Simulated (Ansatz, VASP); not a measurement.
# TaN: VASP beside Ansatz

```
Ta N
1.0
     2.96522    0.00000    0.00000
     0.00000    2.96522    0.00000
     0.00000    0.00000    3.04496
Ta N
1 1
Direct
  0.00000 0.00000 0.50000
  0.50000 0.50000 0.50000
```

Alike in both runs: functional PBE; k mesh 6 × 6 × 6; occupations gaussian, width 0.1 eV; no spin polarisation.

Ansatz relaxed the structure, and its values are those at the end. VASP's run is a single point on that final structure, the one shown.

|  | VASP | Ansatz |
| --- | --- | --- |
| version | VASP 6.6.1 | Ansatz 0.2.0 |
| potentials or method | VASP PAW PBE potentials, release 64 (Ta_sv_GW, N), cutoff 700 eV | scalar-relativistic, plane waves, PAW |
| valence electrons in the cell | 18 | 18 |

Ansatz gave:

```
gap on the k mesh at the Fermi level (eV) : none
pressure (GPa)                            : -0.1
```

Problem. Which values does VASP return?

Solution. gap on the k mesh at the Fermi level (eV): none; pressure (GPa): -0.2.

A gap of «none» marks a metal or a gap that the smearing closes.

Spin-orbit coupling is off throughout.
